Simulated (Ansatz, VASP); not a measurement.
One calculation of BaTiO3, two programs

```xyz
5
Lattice="4.0503 0.0000 0.0000 0.0000 4.0503 0.0000 0.0000 0.0000 4.1929" Properties=species:S:1:pos:R:3 pbc="T T T"
Ba    0.0000    0.0000   -0.0183
Ti    2.0251    2.0251    2.0022
O     2.0251    2.0251    0.1448
O     2.0251    0.0000    2.1704
O     0.0000    2.0251    2.1704
```

Alike in both runs: task single point; functional r2SCAN; k mesh 6 × 6 × 6; no spin polarisation.

|  | VASP | Ansatz |
| --- | --- | --- |
| version | VASP 6.6.1 | Ansatz 0.2.0 |
| potentials or method | VASP PAW PBE potentials, release 64 (Ba_sv, Ti_sv, O) | plane waves, PAW |
| plane-wave cutoff (eV) | 520 | 500 |
| occupations | gaussian, width 0.01 eV | fixed |
| valence electrons in the cell | 40 | 40 |

Ansatz gave:

* gap on the k mesh at the Fermi level (eV): 2.08
* pressure (GPa): -8.9
* traceless stress, the component that is largest in VASP (GPa): 0.11
* rms of the force components (eV/Å): 0.219

Estimate VASP's values.

gap on the k mesh at the Fermi level (eV): 2.07; pressure (GPa): -7.4; traceless stress, the component that is largest in VASP (GPa): 0.20; rms of the force components (eV/Å): 0.165.

VASP's potentials were made for PBE, not for r2SCAN. Atom by atom the forces differ by 0.055 eV/Å (rms over components).

Neither program's run includes spin-orbit coupling.
